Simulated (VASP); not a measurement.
# Au (P6/mmm) in VASP: single point with LDA

Aim: the single point of Au with LDA.

All numbers are computed with VASP 6.6.1; they aren't measurements. Logs are shortened: lines on timing, memory, paths and dates and some standing lists are left out, and cuts for length are marked.

### Step 1. The cell of the first run

It takes space group P6/mmm (No. 191, hexagonal). Conventional cell: a = 4.078 Å, b = 4.078 Å, c = 5.000 Å, α = 90.00°, β = 90.00°, γ = 120.00°. Within 5.4 Å of Au (site symmetry 6/mmm) lie 8 Au at 4.08 to 5.00 Å.

### Step 2. Single point, LDA

INCAR

```
ALGO = Normal ; EDIFF = 1E-6
ENCUT = 520 ; ISIF = 2
ISMEAR = 1 ; LASPH = True
LCHARG = True ; LELF = True
LREAL = False ; LVHAR = True
LWAVE = False ; NBANDS = 12
NELM = 100 ; PREC = Accurate
SIGMA = 0.1
```

KPOINTS

```
k-points
0
Gamma
  8 8 6
```

POSCAR

```
Au
1.0
    4.0780000000      0.0000000000      0.0000000000
   -2.0390000000      3.5316520000      0.0000000000
    0.0000000000      0.0000000000      5.0000000000
Au
1
Direct
    0.0000000000      0.0000000000      0.0000000000
```

Potentials or basis: VASP PAW LDA potentials, release 64 (Au).

Started as:

```sh
cat potpaw_LDA.64/Au/POTCAR > POTCAR
mpirun -np 1 vasp_std > vasp.out
```

OUTCAR:

```text
EDIFF = 1E-6
   ENCUT = 520
   ISIF = 2
   ISMEAR = 1
   LASPH = True
   LREAL = False
   NELM = 100
   PREC = Accurate

 ion  position               nearest neighbor table
   1  0.000  0.000  0.000-

  LATTYP: Found a hexagonal cell.
 ALAT       =     4.0780000000
 C/A-ratio  =     1.2260912212

  Lattice vectors:

 A1 = (   4.0780000000,   0.0000000000,   0.0000000000)
 A2 = (  -2.0390000000,   3.5316520000,   0.0000000000)
 A3 = (   0.0000000000,   0.0000000000,   5.0000000000)

Analysis of symmetry for initial positions (statically):
=====================================================================
 Subroutine PRICEL returns:
 Original cell was already a primitive cell.

 Routine SETGRP: Setting up the symmetry group for a
 hexagonal supercell.

 Subroutine GETGRP returns: Found 24 space group operations
 (whereof 24 operations were pure point group operations)
 out of a pool of 24 trial point group operations.

The static configuration has the point symmetry D_6h.

Analysis of symmetry for dynamics (positions and initial velocities):
=====================================================================
 Subroutine PRICEL returns:
 Original cell was already a primitive cell.

 Routine SETGRP: Setting up the symmetry group for a
 hexagonal supercell.

 Subroutine GETGRP returns: Found 24 space group operations
 (whereof 24 operations were pure point group operations)
 out of a pool of 24 trial point group operations.

The dynamic configuration has the point symmetry D_6h.

 Subroutine INISYM returns: Found 24 space group operations
 (whereof 24 operations are pure point group operations),
 and found     1 'primitive' translations

----------------------------------------------------------------------------------------

                                     Primitive cell

  volume of cell :      72.0104

  direct lattice vectors                    reciprocal lattice vectors
     4.078000000  0.000000000  0.000000000     0.245218244  0.141576803  0.000000000
    -2.039000000  3.531652000  0.000000000     0.000000000  0.283153606  0.000000000
     0.000000000  0.000000000  5.000000000     0.000000000  0.000000000  0.200000000

  length of vectors
     4.078000000  4.078000349  5.000000000     0.283153631  0.283153606  0.200000000

  position of ions in fractional coordinates (direct lattice)
     0.000000000  0.000000000  0.000000000

  ion indices of the primitive-cell ions
   primitive index   ion index
                 1           1

----------------------------------------------------------------------------------------

 KPOINTS: k-points

Automatic generation of k-mesh.
 Grid dimensions read from file:
 generate k-points for:    8    8    6

 Generating k-lattice:

  Cartesian coordinates                     Fractional coordinates (reciprocal lattice)
     0.030652281  0.017697100  0.000000000     0.125000000  0.000000000  0.000000000
     0.000000000  0.035394201  0.000000000     0.000000000  0.125000000  0.000000000
     0.000000000  0.000000000  0.033333333     0.000000000  0.000000000  0.166666667

  Length of vectors
     0.035394204  0.035394201  0.033333333

  Shift w.r.t. Gamma in fractional coordinates (k-lattice)
     0.000000000  0.000000000  0.000000000

 Subroutine IBZKPT returns following result:
 ===========================================

 Found     40 irreducible k-points:

 Following reciprocal coordinates:
            Coordinates               Weight
  0.000000  0.000000  0.000000      1.000000
  0.125000  0.000000  0.000000      6.000000
  0.250000  0.000000  0.000000      6.000000
  0.375000  0.000000  0.000000      6.000000
  0.500000  0.000000  0.000000      3.000000
  0.125000  0.125000  0.000000      6.000000
[... 16 lines left out ...]
  0.250000  0.000000  0.333333     12.000000
  0.375000  0.000000  0.333333     12.000000
 [... further k-points ...]
   k-points           NKPTS =     40   k-points in BZ     NKDIM =     40   number of bands    NBANDS=     12
   number of dos      NEDOS =    301   number of ions     NIONS =      1
   total plane-waves  NPLWV =  36000
   dimension x,y,z NGX =    30 NGY =   30 NGZ =   40
   dimension x,y,z NGXF=    60 NGYF=   60 NGZF=   80
   ions per type =               1
   NGX,Y,Z   is equivalent  to a cutoff of  12.23, 12.23, 13.30 a.u.
   NGXF,Y,Z  is equivalent  to a cutoff of  24.46, 24.46, 26.60 a.u.
 SYSTEM =  unknown system
   PREC   = accura    normal or accurate (medium, high low for compatibility)
   ISTART =      0    job   : 0-new  1-cont  2-samecut
   ICHARG =      2    charge: 1-file 2-atom 10-const
   ISPIN  =      1    spin polarized calculation?
   LNONCOLLINEAR =      F non collinear calculations
   LSORBIT =      F    spin-orbit coupling
   LASPH  =      T    aspherical Exc in radial PAW
   ENCUT  =  520.0 eV  38.22 Ry    6.18 a.u.   7.58  7.58  9.30*2*pi/ulx,y,z
   NELM   =    100;   NELMIN=  2; NELMDL= -5     # of ELM steps
   EDIFF  = 0.1E-05   stopping-criterion for ELM
   LREAL  =      F    real-space projection
   EDIFFG = 0.1E-04   stopping-criterion for IOM
   NSW    =      0    number of steps for IOM
   IBRION =     -1    ionic relax: 0-MD 1-quasi-New 2-CG
   NFREE  =      0    steps in history (QN), initial steepest desc. (CG)
   ISIF   =      2    stress and relaxation
   ISYM   =      2    0-nonsym 1-usesym 2-fastsym
   POTIM  = 0.5000    time-step for ionic-motion
   TEBEG  =    0.0;   TEEND  =   0.0 temperature during run
   PSTRESS=    0.0 pullay stress
   NELECT =      11.0000    total number of electrons
   NUPDOWN=      -1.0000    fix difference up-down
   EMIN   =  10.00;   EMAX   =-10.00  energy-range for DOS
   EFERMI =   0.00;   METHOD = LEGACY
   ISMEAR =     1;   SIGMA  =   0.10  broadening in eV -4-tet -1-fermi 0-gaus
   EFERMI_NEDOS =   21; number of points for ismear=-14 and -15
   IALGO  =     38    algorithm
   IMIX   =      4    mixing-type and parameters
     AMIX     =   0.40;   BMIX     =  1.00
     AMIX_MAG =   1.60;   BMIX_MAG =  1.00
  volume/ion in A,a.u.               =      72.01       485.95
  Fermi-wavevector in a.u.,A,eV,Ry     =   0.875133  1.653761 10.420125  0.765858
  Thomas-Fermi vector in A             =   1.994761
   LORBIT       =      0    0 simple, 1 ext, 2 COOP (PROOUT), +10 PAW based schemes
   GGA     = CA    functional components
   LHFCALC =     F    Hartree Fock is set to
   AEXX    =    0.0000 exact exchange contribution
   IVDW    =     0    specifies the selected vdW correction
   LEPSILON=     F    determine dielectric tensor
   LRPA    =     F    only Hartree local field effects (RPA)
 non-spin polarized calculation
 Methfessel and Paxton  Order N= 1 SIGMA  =   0.10
  energy-cutoff  :      520.00
  volume of cell :       72.01
 maximum number of plane-waves:      1986
   NGX = 15   NGY = 15   NGZ = 19

 number of electron      11.0000001 magnetization

 Free energy of the ion-electron system (eV)
  ---------------------------------------------------
  ext. energy  EPLUGINS =         0.00000000
  ---------------------------------------------------
  free energy    TOTEN  =        -0.95201906 eV

  energy without entropy =       -0.95117306  energy(sigma->0) =       -0.95173706

 E-fermi :  -2.9107     XC(G=0):  -6.0682

 val. band max:       -2.9201355351   @ k =   0.2500   0.1250   0.5000
 cond. band min:      -2.8978385654   @ k =   0.3750   0.0000   0.1667
 fundamental gap:      0.0222969697
 Fermi energy:        -2.9107200062

 k-point     1 :       0.0000    0.0000    0.0000
  band No.  band energies     occupation
      1      -4.8892      2.00000
      2      -4.3645      2.00000
      3      -4.3645      2.00000
      4      -4.1882      2.00000
      5      -4.0766      2.00000
      6      -4.0766      2.00000
      7       2.7834      0.00000
      8       4.7522      0.00000
      9       7.6351      0.00000
     10       7.6351      0.00000
     11      10.0989      0.00000
     12      10.3429      0.00000

 k-point     2 :       0.1250    0.0000    0.0000
  band No.  band energies     occupation
      1      -4.7201      2.00000
      2      -4.3756      2.00000
      3      -4.3162      2.00000
      4      -4.1491      2.00000
      5      -4.1123      2.00000
      6      -4.0838      2.00000
      7       3.0092      0.00000
      8       4.7931      0.00000
      9       6.0682      0.00000
     10       7.1231      0.00000
     11       9.3287      0.00000
     12      11.5995      0.00000

 k-point     3 :       0.2500    0.0000    0.0000
  band No.  band energies     occupation
      1      -4.5462      2.00000
      2      -4.2692      2.00000
      3      -4.1952      2.00000
      4      -4.1943      2.00000
      5      -4.1009      2.00000
      6      -3.8435      2.00000
      7       3.3514      0.00000
      8       3.6339      0.00000
      9       5.5481      0.00000
     10       6.2281      0.00000
     11       8.5939      0.00000
     12      11.1363      0.00000

 k-point     4 :       0.3750    0.0000    0.0000
  band No.  band energies     occupation
      1      -4.5912      2.00000
      2      -4.2712      2.00000
      3      -4.1846      2.00000
      4      -4.1179      2.00000
      5      -4.0674      2.00000
      6      -2.9743      1.87110
      7       1.2997      0.00000
      8       4.4711      0.00000
      9       5.5408      0.00000
     10       6.2697      0.00000
     11       8.0969      0.00000
     12       9.4013      0.00000

 k-point     5 :       0.5000    0.0000    0.0000
  band No.  band energies     occupation
      1      -4.6171      2.00000
      2      -4.3018      2.00000
      3      -4.1623      2.00000
      4      -4.1249      2.00000
      5      -4.0122      2.00000
      6      -2.2887     -0.00000
      7       0.2169      0.00000
      8       4.9669      0.00000
      9       5.2886      0.00000
     10       7.1478      0.00000
     11       7.4826      0.00000
     12       8.6044      0.00000
[... 228 lines left out ...]
      1      -4.8104      2.00000
      2      -4.3624      2.00000
      3      -4.3624      2.00000
      4      -4.0891      2.00000
      5      -4.0891      2.00000
      6      -3.8921      2.00000
      7       0.4908      0.00000
      8       7.9643      0.00000
      9       7.9643      0.00000
     10       8.6004      0.00000
     11      10.4778      0.00000
     12      10.8033      0.00000

 k-point    22 :       0.1250    0.0000    0.3333
  band No.  band energies     occupation
      1      -4.6649      2.00000
      2      -4.3727      2.00000
      3      -4.3142      2.00000
      4      -4.1325      2.00000
      5      -4.0968      2.00000
      6      -3.8320      2.00000
      7       0.7092      0.00000
      8       6.2224      0.00000
      9       7.4664      0.00000
     10       8.7999      0.00000
     11       9.7826      0.00000
     12      10.4779      0.00000

 k-point    23 :       0.2500    0.0000    0.3333
  band No.  band energies     occupation
      1      -4.5346      2.00000
      2      -4.2430      2.00000
      3      -4.2265      2.00000
      4      -4.1937      2.00000
      5      -4.1152      2.00000
      6      -3.5158      2.00000
      7       1.3225      0.00000
      8       3.7808      0.00000
      9       6.5719      0.00000
     10       7.9252      0.00000
     11       8.9362      0.00000
     12       9.8759      0.00000

 k-point    24 :       0.3750    0.0000    0.3333
  band No.  band energies     occupation
      1      -4.5830      2.00000
      2      -4.3107      2.00000
      3      -4.1336      2.00000
      4      -4.1042      2.00000
      5      -4.0664      2.00000
      6      -2.7145     -0.01804
      7       1.6515      0.00000
      8       2.2177      0.00000
      9       5.8744      0.00000
     10       6.1458      0.00000
     11       8.5857      0.00000
     12      10.2625      0.00000

 [... further k-points ...]

------------------------ aborting loop because EDIFF is reached ----------------------------------------

  FORCE on cell =-STRESS in cart. coord.  units (eV):
  Direction    XX          YY          ZZ          XY          YZ          ZX
  --------------------------------------------------------------------------------------
  -------------------------------------------------------------------------------------
  Total       -2.4563636     -2.4563642     -0.2659105      0.0000000      0.0000000      0.0000000
  in kB      -54.6522575    -54.6522699     -5.9163103      0.0000000      0.0000000      0.0000000
  external PRESSURE =     -38.4069459 kB  Pullay stress =       0.0000000 kB

 VOLUME and BASIS-vectors are now :
 -----------------------------------------------------------------------------
  energy-cutoff  :      520.00
  volume of cell :       72.01
      direct lattice vectors                 reciprocal lattice vectors
     4.078000000  0.000000000  0.000000000     0.245218244  0.141576803  0.000000000
    -2.039000000  3.531652000  0.000000000     0.000000000  0.283153606  0.000000000
     0.000000000  0.000000000  5.000000000     0.000000000  0.000000000  0.200000000

 POSITION                                       TOTAL-FORCE (eV/Angst)
 -----------------------------------------------------------------------------------
      0.00000      0.00000      0.00000         0.000000      0.000000      0.000000
 -----------------------------------------------------------------------------------
    total drift:                               -0.000000      0.000000     -0.000000

  FREE ENERGIE OF THE ION-ELECTRON SYSTEM (eV)
  ---------------------------------------------------
  free  energy   TOTEN  =        -0.9520190555 eV

  energy  without entropy=       -0.9511730615  energy(sigma->0) =       -0.95173706
```

It took 15 s on 1 thread of AMD EPYC 7R13 (Zen 3), shared host; peak memory 0.14 GiB.

Results:

```
Free energy : -0.9520 eV
Pressure    : -3.8 GPa
```

Stress tensor (GPa, compression positive):
```
-5.47  0.00  0.00
 0.00 -5.47  0.00
 0.00  0.00 -0.59
```

Levels at points of the mesh, in eV from the Fermi level:
```csv
k point,band 3,band 4,band 5,band 6,band 7,band 8,band 9,band 10
"(0.00, 0.00, 0.00)",-1.45,-1.28,-1.17,-1.17,5.69,7.66,10.55,10.55
"(0.50, 0.00, 0.00)",-1.25,-1.21,-1.10,0.62,3.13,7.88,8.20,10.06
"(0.00, 0.00, 0.50)",-1.45,-1.18,-1.18,-0.84,2.91,11.00,11.00,13.56
"(0.50, 0.00, 0.50)",-1.24,-1.13,-1.10,0.95,3.64,5.26,7.69,8.66
```

Caveat: spin-orbit coupling is left out, which moves the levels of the heavy elements.
